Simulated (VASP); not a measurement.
# Ga7TeN7 (a cell with a defect) in VASP: a series of runs

Aim: see how the results for Ga7TeN7 (a cell with a defect) move with the level of theory and the settings. Levels: PBEsol, LDA. Tasks: single point.

Program: VASP 6.6.1. These are calculated values, not measurements. Logs are shortened: lines on timing, memory, paths and dates and some standing lists are left out, and cuts for length are marked.

## Step 1: The cell of the first run

The cell holds a defect, 15 atoms: a = 6.361 Å, b = 6.361 Å, c = 6.361 Å, α = 60.00°, β = 60.00°, γ = 60.00°.

## Step 2: Single point, PBEsol

INCAR reads:

```
PREC = Accurate
ENCUT = 520
EDIFF = 1E-6
ISMEAR = -1
SIGMA = 0.05
LREAL = Auto
LASPH = T
NELM = 120
ALGO = Normal
ISIF = 2
LWAVE = F
LCHARG = F
GGA = PS
NBANDS = 79
GGA_COMPAT = F
ISYM = -1
```

KPOINTS reads:

```
explicit points
4
Reciprocal
  0.25000000   0.25000000   0.25000000 2
  0.25000000   0.25000000   0.75000000 2
  0.25000000   0.75000000   0.25000000 2
  0.25000000   0.75000000   0.75000000 2
```

POSCAR reads:

```
Ga7TeN7
1.0
    0.0000000000      4.4981210000      4.4981210000
    4.4981210000      0.0000000000      4.4981210000
    4.4981210000      4.4981210000      0.0000000000
Ga N Te
7 7 1
Direct
    0.0005750000      0.0090190000      0.9894040000
    0.0075130000      0.9876280000      0.4993300000
    0.4990140000      0.4929970000      0.9952130000
    0.0068620000      0.5008670000      0.0020450000
    0.4958510000      0.9959750000      0.5078290000
    0.5063880000      0.9912170000      0.9908150000
    0.0062830000      0.4991110000      0.4953480000
    0.1247890000      0.1235700000      0.1258100000
    0.1226580000      0.1262200000      0.6203370000
    0.6175530000      0.6162980000      0.1403800000
    0.1345710000      0.6194240000      0.1249910000
    0.6147650000      0.1192490000      0.6402900000
    0.6373520000      0.1296680000      0.1190460000
    0.1299260000      0.6307960000      0.6156960000
    0.6277100000      0.6229530000      0.6348910000
```

Potentials or basis: VASP PAW PBE potentials, release 64 (Ga_d, N, Te).

On the command line:

```bash
$ cat potpaw_PBE.64/Ga_d/POTCAR potpaw_PBE.64/N/POTCAR potpaw_PBE.64/Te/POTCAR > POTCAR
$ mpirun -np 1 vasp_std > vasp.out
```

OUTCAR:

```text
PREC = Accurate
   ENCUT = 520
   EDIFF = 1E-6
   ISMEAR = -1
   LREAL = Auto
   LASPH = T
   NELM = 120
   ISIF = 2
   GGA = PS
   ISYM = -1

 ion  position               nearest neighbor table
   1  0.001  0.009  0.989-  13 1.89   9 1.92   8 1.95  11 2.02
   2  0.008  0.988  0.499-  14 1.85   8 1.94   9 1.95  12 2.04
   3  0.499  0.493  0.995-  15 1.87  13 1.89  11 1.89  10 2.01
   4  0.007  0.501  0.002-  11 1.92   8 1.96  14 2.01  10 2.02
   5  0.496  0.996  0.508-  15 1.94   9 1.94  12 1.95  13 2.02
   6  0.506  0.991  0.991-  12 1.82  10 1.95   8 1.98  13 2.07
   7  0.006  0.499  0.495-  11 1.92   9 1.94  14 1.95  15 1.97
   8  0.125  0.124  0.126-   2 1.94   1 1.95   4 1.96   6 1.98
   9  0.123  0.126  0.620-   1 1.92   7 1.94   5 1.94   2 1.95
  10  0.618  0.616  0.140-   6 1.95   3 2.01   4 2.02
  11  0.135  0.619  0.125-   3 1.89   4 1.92   7 1.92   1 2.02
  12  0.615  0.119  0.640-   6 1.82   5 1.95   2 2.04
  13  0.637  0.130  0.119-   1 1.89   3 1.89   5 2.02   6 2.07
  14  0.130  0.631  0.616-   2 1.85   7 1.95   4 2.01
  15  0.628  0.623  0.635-   3 1.87   5 1.94   7 1.97

IMPORTANT INFORMATION: All symmetrisations will be switched off!
NOSYMM: (Re-)initialisation of all symmetry stuff for point group C_1.

----------------------------------------------------------------------------------------

                                     Primitive cell

  volume of cell :     182.0218

  direct lattice vectors                    reciprocal lattice vectors
     0.000000000  4.498121000  4.498121000    -0.111157526  0.111157526  0.111157526
     4.498121000  0.000000000  4.498121000     0.111157526 -0.111157526  0.111157526
     4.498121000  4.498121000  0.000000000     0.111157526  0.111157526 -0.111157526

  length of vectors
     6.361303723  6.361303723  6.361303723     0.192530482  0.192530482  0.192530482

  position of ions in fractional coordinates (direct lattice)
     0.000575000  0.009019000  0.989404000
     0.007513000  0.987628000  0.499330000
     0.499014000  0.492997000  0.995213000
     0.006862000  0.500867000  0.002045000
     0.495851000  0.995975000  0.507829000
     0.506388000  0.991217000  0.990815000
     0.006283000  0.499111000  0.495348000
     0.124789000  0.123570000  0.125810000
     0.122658000  0.126220000  0.620337000
     0.617553000  0.616298000  0.140380000
     0.134571000  0.619424000  0.124991000
[... 69 lines left out ...]
   EFERMI =   0.00;   METHOD = LEGACY
   ISMEAR =    -1;   SIGMA  =   0.05  broadening in eV -4-tet -1-fermi 0-gaus
   EFERMI_NEDOS =   21; number of points for ismear=-14 and -15
   IALGO  =     38    algorithm
   IMIX   =      4    mixing-type and parameters
     AMIX     =   0.40;   BMIX     =  1.00
     AMIX_MAG =   1.60;   BMIX_MAG =  1.00
  volume/ion in A,a.u.               =      12.13        81.89
  Fermi-wavevector in a.u.,A,eV,Ry     =   1.470816  2.779439 29.433479  2.163300
  Thomas-Fermi vector in A             =   2.586027
   LORBIT       =      0    0 simple, 1 ext, 2 COOP (PROOUT), +10 PAW based schemes
   GGA     = PS    functional components
   LHFCALC =     F    Hartree Fock is set to
   AEXX    =    0.0000 exact exchange contribution
   IVDW    =     0    specifies the selected vdW correction
   LEPSILON=     F    determine dielectric tensor
   LRPA    =     F    only Hartree local field effects (RPA)
 non-spin polarized calculation
  energy-cutoff  :      520.00
  volume of cell :      182.02
 maximum number of plane-waves:      4911
 NGX is ok and might be reduce to    48
   NGX = 23   NGY = 23   NGZ = 23

 number of electron     132.0000010 magnetization

 Free energy of the ion-electron system (eV)
  ---------------------------------------------------
  ext. energy  EPLUGINS =         0.00000000
  ---------------------------------------------------
  free energy    TOTEN  =       -76.29576556 eV

  energy without entropy =      -76.19839709  energy(sigma->0) =      -76.24708133

 E-fermi :   6.0840     XC(G=0): -11.7637

 val. band max:        6.0803681018   @ k =   0.2500   0.7500   0.2500
 cond. band min:       6.2690291990   @ k =   0.2500   0.2500   0.2500
 fundamental gap:      0.1886610972
 Fermi energy:         6.0839863902

 k-point     1 :       0.2500    0.2500    0.2500
  band No.  band energies     occupation
      1     -11.1599      2.00000
      2     -10.2248      2.00000
      3      -9.9591      2.00000
      4      -9.8624      2.00000
      5      -9.5659      2.00000
      6      -9.4563      2.00000
[... 313 lines left out ...]
     77      12.9877      0.00000
     78      13.2193      0.00000
 [bands above 78 left out]

------------------------ aborting loop because EDIFF is reached ----------------------------------------

  FORCE on cell =-STRESS in cart. coord.  units (eV):
  Direction    XX          YY          ZZ          XY          YZ          ZX
  --------------------------------------------------------------------------------------
  -------------------------------------------------------------------------------------
  Total       37.5155987     37.7964861     39.8708807    -10.6120642    -18.2542715    -14.7399832
  in kB      330.2167260    332.6891300    350.9481962    -93.4086408   -160.6762510   -129.7430715
  external PRESSURE =     337.9513507 kB  Pullay stress =       0.0000000 kB

 VOLUME and BASIS-vectors are now :
 -----------------------------------------------------------------------------
  energy-cutoff  :      520.00
  volume of cell :      182.02
      direct lattice vectors                 reciprocal lattice vectors
     0.000000000  4.498121000  4.498121000    -0.111157526  0.111157526  0.111157526
     4.498121000  0.000000000  4.498121000     0.111157526 -0.111157526  0.111157526
     4.498121000  4.498121000  0.000000000     0.111157526  0.111157526 -0.111157526

 POSITION                                       TOTAL-FORCE (eV/Angst)
 -----------------------------------------------------------------------------------
      4.49103      4.45305      0.04315         0.077409      1.103560     -0.114505
      6.68852      2.27984      4.47626         0.764843     -1.225790      0.300495
      6.69415      6.72121      4.46219        13.124614     13.417092    -13.242273
      2.26216      0.04006      2.28383        -0.471089     -0.738214     -0.786068
      6.76429      4.51467      6.71041        10.040415    -11.112623     11.038717
      8.91542      6.73460      6.73641         1.593490      1.093296     -0.846393
      4.47320      2.25640      2.27332        -9.379101      9.097781      9.619460
      1.12174      1.12722      1.11715        -0.098504      0.039097      0.391700
      3.35810      3.34208      1.11948        -0.218871      0.117189      0.273449
      3.40363      3.40927      5.55001        -0.810746     -0.365623      0.935714
      3.34847      1.16754      3.39156         0.556582     -0.733720      0.016438
      3.41650      5.64539      3.30168        -1.719148     -0.183605      1.028958
      1.11875      3.40237      3.45015        -0.037398     -0.062558     -1.908259
      5.60687      3.35390      3.42182         0.132871      0.656977     -1.352476
      5.65793      5.67933      5.62563       -13.555367    -11.102860     -5.354957
 -----------------------------------------------------------------------------------
    total drift:                                0.006388     -0.008187     -0.003760

  FREE ENERGIE OF THE ION-ELECTRON SYSTEM (eV)
  ---------------------------------------------------
  free  energy   TOTEN  =       -76.2957655566 eV

  energy  without entropy=      -76.1983970945  energy(sigma->0) =      -76.24708133
```

Wall time 2.7 min (1 thread of Intel Xeon Platinum 8124M at 3.00GHz (Skylake/Cascade Lake), shared host); peak memory 0.34 GiB.

Results:

```
Free energy            : -76.2958 eV
Pressure               : 33.8 GPa
Largest force          : 22.970 eV/Å
Band gap on the k mesh : zero (bands 66 and 67 overlap by 0.21 eV)
```

Forces on the atoms (eV/Å):
```
Ga    0.077   1.104  -0.115
Ga    0.765  -1.226   0.300
Ga   13.125  13.417 -13.242
Ga   -0.471  -0.738  -0.786
Ga   10.040 -11.113  11.039
Ga    1.593   1.093  -0.846
Ga   -9.379   9.098   9.619
N    -0.099   0.039   0.392
N    -0.219   0.117   0.273
N    -0.811  -0.366   0.936
N     0.557  -0.734   0.016
N    -1.719  -0.184   1.029
N    -0.037  -0.063  -1.908
N     0.133   0.657  -1.352
Te  -13.555 -11.103  -5.355
```

Caveat: the PAW data sets were made with another functional, which shifts forces and pressure a little; spin-orbit coupling is left out, which moves the levels of the heavy elements.

## Step 3: Single point, PBEsol

INCAR reads:

```
SYSTEM = Ga7TeN7
  ALGO = Normal
  EDIFF = 1E-6
  ENCUT = 520
  GGA = PS
  GGA_COMPAT = .False.
  ISIF = 2
  ISMEAR = -1
  ISYM = -1
  LASPH = .True.
  LCHARG = .True.
  LELF = .True.
  LREAL = Auto
  LVHAR = .True.
  LWAVE = .False.
  NBANDS = 79
  NELM = 120
  PREC = Accurate
  SIGMA = 0.05
```

KPOINTS is that of step 2.

POSCAR is that of step 2.

Potentials or basis: VASP PAW PBE potentials, release 64 (Ga_d, N, Te).

On the command line:

```bash
$ cat potpaw_PBE.64/Ga_d/POTCAR potpaw_PBE.64/N/POTCAR potpaw_PBE.64/Te/POTCAR > POTCAR
$ mpirun -np 1 vasp_std > vasp.out
```

OUTCAR:

```text
SYSTEM = Ga7TeN7
   EDIFF = 1E-6
   ENCUT = 520
   GGA = PS
   ISIF = 2
   ISMEAR = -1
   ISYM = -1
   LASPH = .True.
   LREAL = Auto
   NELM = 120
   PREC = Accurate

 ion  position               nearest neighbor table
   1  0.001  0.009  0.989-  13 1.89   9 1.92   8 1.95  11 2.02
   2  0.008  0.988  0.499-  14 1.85   8 1.94   9 1.95  12 2.04
[... 490 lines left out ...]
  energy-cutoff  :      520.00
  volume of cell :      182.02
      direct lattice vectors                 reciprocal lattice vectors
     0.000000000  4.498121000  4.498121000    -0.111157526  0.111157526  0.111157526
     4.498121000  0.000000000  4.498121000     0.111157526 -0.111157526  0.111157526
     4.498121000  4.498121000  0.000000000     0.111157526  0.111157526 -0.111157526

 POSITION                                       TOTAL-FORCE (eV/Angst)
 -----------------------------------------------------------------------------------
      4.49103      4.45305      0.04315         0.077409      1.103560     -0.114505
      6.68852      2.27984      4.47626         0.764843     -1.225790      0.300495
      6.69415      6.72121      4.46219        13.124614     13.417092    -13.242273
      2.26216      0.04006      2.28383        -0.471089     -0.738214     -0.786068
      6.76429      4.51467      6.71041        10.040415    -11.112623     11.038717
      8.91542      6.73460      6.73641         1.593490      1.093296     -0.846393
      4.47320      2.25640      2.27332        -9.379101      9.097781      9.619460
      1.12174      1.12722      1.11715        -0.098504      0.039097      0.391700
      3.35810      3.34208      1.11948        -0.218871      0.117189      0.273449
      3.40363      3.40927      5.55001        -0.810746     -0.365623      0.935714
      3.34847      1.16754      3.39156         0.556582     -0.733720      0.016438
      3.41650      5.64539      3.30168        -1.719148     -0.183605      1.028958
      1.11875      3.40237      3.45015        -0.037398     -0.062558     -1.908259
      5.60687      3.35390      3.42182         0.132871      0.656977     -1.352476
      5.65793      5.67933      5.62563       -13.555367    -11.102860     -5.354957
 -----------------------------------------------------------------------------------
    total drift:                                0.006388     -0.008187     -0.003760

  FREE ENERGIE OF THE ION-ELECTRON SYSTEM (eV)
  ---------------------------------------------------
  free  energy   TOTEN  =       -76.2957655566 eV

  energy  without entropy=      -76.1983970945  energy(sigma->0) =      -76.24708133
```

stdout:

```text
POSCAR found type information on POSCAR GaN Te
 POSCAR found :  3 types and      15 ions
 scaLAPACK will be used
 -----------------------------------------------------------------------------
|                                                                             |
|                                                                             |
|     You enforced a specific xc type in the INCAR file but a different       |
|     I HOPE YOU KNOW WHAT YOU ARE DOING!                                     |
|                                                                             |
 -----------------------------------------------------------------------------

 LDA part: xc-table for (Slater+PW92), standard interpolation
 POSCAR, INCAR and KPOINTS ok, starting setup
 FFT: planning ... GRIDC
 FFT: planning ... GRID_SOFT
 FFT: planning ... GRID
 WAVECAR not read
 entering main loop
```

It took 2.7 min on 1 thread of Intel Xeon Platinum 8124M at 3.00GHz (Skylake/Cascade Lake), shared host; peak memory 0.34 GiB.

Results:

- Free energy: -76.2958 eV
- Pressure: 33.8 GPa
- Largest force: 22.970 eV/Å
- Band gap on the k mesh: zero (bands 66 and 67 overlap by 0.21 eV)

Forces on the atoms (eV/Å):
```
Ga    0.077   1.104  -0.115
Ga    0.765  -1.226   0.300
Ga   13.125  13.417 -13.242
Ga   -0.471  -0.738  -0.786
Ga   10.040 -11.113  11.039
Ga    1.593   1.093  -0.846
Ga   -9.379   9.098   9.619
N    -0.099   0.039   0.392
N    -0.219   0.117   0.273
N    -0.811  -0.366   0.936
N     0.557  -0.734   0.016
N    -1.719  -0.184   1.029
N    -0.037  -0.063  -1.908
N     0.133   0.657  -1.352
Te  -13.555 -11.103  -5.355
```

Caveat: the PAW data sets were made with another functional, which shifts forces and pressure a little; spin-orbit coupling is left out, which moves the levels of the heavy elements.

## Step 4: Single point, LDA, collinear spin

INCAR reads:

```
SYSTEM = Ga7TeN7
ALGO     = Normal         ! electronic algorithm
EDIFF    = 1E-6           ! SCF threshold, eV
ENCUT    = 520            ! plane-wave cutoff, eV
GGA      = CA             ! functional
GGA_COMPAT= .FALSE.      
ISIF     = 2              ! what is computed and relaxed
ISMEAR   = -1             ! smearing method
ISPIN    = 2              ! spin polarisation
ISYM     = -1           
LASPH    = .TRUE.         ! aspherical terms in the spheres
LCHARG   = .FALSE.        ! write CHGCAR
LORBIT   = 11             ! projections on sites
LREAL    = Auto         
LWAVE    = .FALSE.        ! write WAVECAR
MAGMOM   = 0.067 0.067 0.067 0.067 0.067 0.067 0.067 0.067 0.067 0.067 0.067 0.067 0.067 0.067 0.067 ! initial moments
NBANDS   = 83             ! bands
NELM     = 200            ! most SCF steps
PREC     = Accurate       ! precision mode
SIGMA    = 0.05           ! smearing width, eV
```

KPOINTS is that of step 3.

POSCAR is that of step 3.

Potentials or basis: VASP PAW LDA potentials, release 64 (Ga_d, N, Te).

On the command line:

```bash
$ cat potpaw_LDA.64/Ga_d/POTCAR potpaw_LDA.64/N/POTCAR potpaw_LDA.64/Te/POTCAR > POTCAR
$ mpirun -np 1 vasp_std > vasp.out
```

Wall time 7.1 min (1 thread of Intel Xeon Platinum 8124M at 3.00GHz (Skylake/Cascade Lake), shared host); peak memory 0.33 GiB.

Results (log left out):

```yaml
Free_energy: -82.6392 eV
Pressure: 29.4 GPa
Largest_force: 22.588 eV/Å
Band_gap_on_the_k_mesh: zero (filled and empty bands overlap)
Net_moment: 0.00 μB per cell
Valence_electrons_inside_the_program's_atomic_spheres: Ga 11.92, 12.51, 11.83, 12.33, 12.34 (each value once); N 3.68, 3.71, 3.55, 3.61, 3.69, 3.60 (each value once); Te 4.42
```

Forces on the atoms (eV/Å):
```
Ga    0.092   1.100  -0.115
Ga    0.758  -1.213   0.324
Ga   12.906  13.202 -13.013
Ga   -0.473  -0.708  -0.790
Ga    9.883 -10.943  10.873
Ga    1.608   1.074  -0.844
Ga   -9.244   8.957   9.470
N    -0.111   0.034   0.387
N    -0.213   0.135   0.270
N    -0.895  -0.466   1.045
N     0.540  -0.736   0.006
N    -1.802  -0.082   0.916
N    -0.044  -0.074  -1.889
N     0.234   0.555  -1.427
Te  -13.240 -10.836  -5.214
```

Stress tensor (GPa, compression positive):
```
 28.64  -9.23 -12.73
 -9.23  28.92 -15.75
-12.73 -15.75  30.68
```

Levels at points of the mesh, in eV from the Fermi level:
Spin up:
| k point | band 65 | band 66 | band 67 | band 68 | band 69 | band 70 |
| --- | --- | --- | --- | --- | --- | --- |
| (0.25, 0.25, 0.25) | -0.36 | 0.18 | 0.22 | 2.83 | 2.89 | 3.06 |
Spin down:
```tsv
k point	band 65	band 66	band 67	band 68	band 69	band 70
(0.25, 0.25, 0.25)	-0.36	0.18	0.22	2.83	2.89	3.06
```

Caveat: spin-orbit coupling is left out, which moves the levels of the heavy elements.

The gap in the log of VASP goes by the Fermi energy; the results here count the filled bands.